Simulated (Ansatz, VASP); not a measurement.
Two plane-wave programs on Sn

INCAR

```
SYSTEM = Sn
  PREC = Accurate
  ENCUT = 600
  EDIFF = 1E-6
  ISMEAR = 0
  SIGMA = 0.1
  LREAL = .False.
  LASPH = .True.
  NELM = 80
  ALGO = Fast
  ISIF = 3
  LWAVE = .False.
  LCHARG = .False.
  GGA = PE
  IBRION = 2
  NSW = 100
  EDIFFG = -0.005
```

File KPOINTS:

```
regular mesh
0
Gamma
  14 14 14
  0 0 0
```

The input POSCAR:

```
Sn
1.0
   -2.9401404553      2.9401404553      1.5993019889
    2.9401404553     -2.9401404553      1.5993019889
    2.9401404553      2.9401404553     -1.5993019889
Sn
2
Direct
    0.7500000000      0.2500000000      0.5000000000
    0.0000000000      0.0000000000      0.0000000000
```

Input for Ansatz:

```yaml
crystal:
  lattice:
    - [-2.9401404553, 2.9401404553, 1.5993019889]
    - [2.9401404553, -2.9401404553, 1.5993019889]
    - [2.9401404553, 2.9401404553, -1.5993019889]
  atoms:
    - { symbol: Sn, position: [0.75, 0.25, 0.5] }
    - { symbol: Sn, position: [0.0, 0.0, 0.0] }
basis:
  ecutwfc: 420
kpoints:
  mp_grid: { grid: [14, 14, 14] }
hamiltonian:
  xc: pbe
scf:
  occupations: { method: gaussian, width: 0.1 }
output:
  forces: true
  stress: true
  eigenvalues: true
  write_density: true
  write_potential: true
  elf: true
  volumetric_format: npy
relax:
  adjacent_minimum: "off"
  f_tol: 0.005
  max_steps: 80
  cell: { stress_tol: 0.05 }
```

Alike in both runs: task relaxation of cell and atoms; functional PBE; k mesh 14 × 14 × 14; occupations gaussian, width 0.1 eV; no spin polarisation.

```csv
,VASP,Ansatz
version,VASP 6.6.1,Ansatz 0.2.0
potentials or method,"VASP PAW PBE potentials, release 64 (Sn_d), cutoff 600 eV","scalar-relativistic, plane waves, PAW"
valence electrons in the cell,28,28
```

Ansatz gave:

| Item | Value |
| --- | --- |
| gap on the k mesh at the Fermi level, each at its own relaxed structure (eV) | none |
| relaxed volume (Å³/atom) | 28.41 |
| relaxed length of the cell vector where the two differ most in proportion (Å) | 4.493 |

Estimate VASP's values.

gap on the k mesh at the Fermi level, each at its own relaxed structure (eV): none; relaxed volume (Å³/atom): 28.41; relaxed length of the cell vector where the two differ most in proportion (Å): 4.491.

A gap of «none» marks a metal or a gap that the smearing closes.
